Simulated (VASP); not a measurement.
Crystal: Ge.

```
CELL_PARAMETERS angstrom
5.85516 0.00000 0.00000
0.00000 5.85516 0.00000
0.00000 0.00000 6.93319
ATOMIC_POSITIONS crystal
Ge 0.08943 0.08943 0.00000
Ge 0.41057 0.58943 0.75000
Ge 0.91057 0.91057 0.50000
Ge 0.58943 0.41057 0.25000
Ge 0.17242 0.37106 0.25865
Ge 0.12894 0.67242 0.00865
Ge 0.82758 0.62894 0.75865
Ge 0.87106 0.32758 0.50865
Ge 0.67242 0.12894 0.99135
Ge 0.62894 0.82758 0.24135
Ge 0.32758 0.87106 0.49135
Ge 0.37106 0.17242 0.74135
```

Base run:

| Quantity | Value |
| --- | --- |
| Program | VASP 6.6.1 |
| Functional | LDA |
| Potentials or basis | VASP PAW LDA potentials, release 64 (Ge_d) |
| Cutoff | 520 eV |
| k mesh | 5 × 5 × 5 |
| Occupations | fermi-dirac, width 0.05 eV |
| Spin | no spin polarisation |

Its results: band gap on the k mesh 0.71 eV (least direct gap 0.80 eV); pressure 0.2 GPa; largest force 0.092 eV/Å.

Question: The run is repeated on the same cell with these changes: k mesh from 5 × 5 × 5 to 3 × 3 × 3. What comes out?

Answer: Band gap on the k mesh 0.52 eV; pressure 0.1 GPa; largest force 0.007 eV/Å.

Caveats: an odd mesh through Γ misses points on the zone boundary, where band edges can lie.
